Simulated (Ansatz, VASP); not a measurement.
One calculation of Sb, two programs

The input INCAR:

```
PREC = Accurate
ENCUT = 520
EDIFF = 1E-7
ISMEAR = 0
SIGMA = 0.15
LREAL = F
LASPH = T
NELM = 100
ALGO = Normal
ISIF = 2
LWAVE = F
LCHARG = F
GGA = PS
NBANDS = 12
```

Contents of KPOINTS:

```
Automatic mesh
0
Gamma
  18 18 10
```

File POSCAR:

```
Sb
1.0
    3.0868812064      0.0000000000      0.0000000000
   -1.5434406032      2.6733175432      0.0000000000
    0.0000000000      0.0000000000      6.3487678063
Sb
2
Direct
    0.3333333333      0.6666666667      0.2500000000
    0.6666666667      0.3333333333      0.7500000000
```

Input for Ansatz:

```yaml
crystal:
  lattice:
    - [3.0868812064, 0.0, 0.0]
    - [-1.5434406032, 2.6733175432, 0.0]
    - [0.0, 0.0, 6.3487678063]
  atoms:
    - { symbol: Sb, position: [0.3333333333, 0.6666666667, 0.25] }
    - { symbol: Sb, position: [0.6666666667, 0.3333333333, 0.75] }
basis:
  ecutwfc: 420
kpoints:
  mp_grid: { grid: [18, 18, 10] }
hamiltonian:
  xc: pbesol
scf:
  occupations: { method: gaussian, width: 0.15 }
output:
  forces: true
  stress: true
  eigenvalues: true
```

Alike in both runs: task single point; functional PBEsol; k mesh 18 × 18 × 10; occupations gaussian, width 0.15 eV; no spin polarisation.

```csv
,VASP,Ansatz
version,VASP 6.6.1,Ansatz 0.2.0
potentials or method,"VASP PAW PBE potentials, release 64 (Sb), cutoff 520 eV","scalar-relativistic, plane waves, PAW"
valence electrons in the cell,10,30
```

|  | VASP | Ansatz | Ansatz less VASP |
| --- | --- | --- | --- |
| gap on the k mesh at the Fermi level (eV) | none | none | - |
| pressure (GPa) | 4.1 | 4.0 | -0.10 |
| traceless stress, the component that is largest in VASP (GPa) | -8.56 | -8.45 | +0.109 |

VASP's potentials were made for PBE, not for PBEsol. A gap of «none» marks a metal or a gap that the smearing closes. VASP's potentials hold 10 valence electrons a cell and Ansatz's 30, so a difference there can come from the potentials and not from the codes.

Spin-orbit coupling is off throughout.
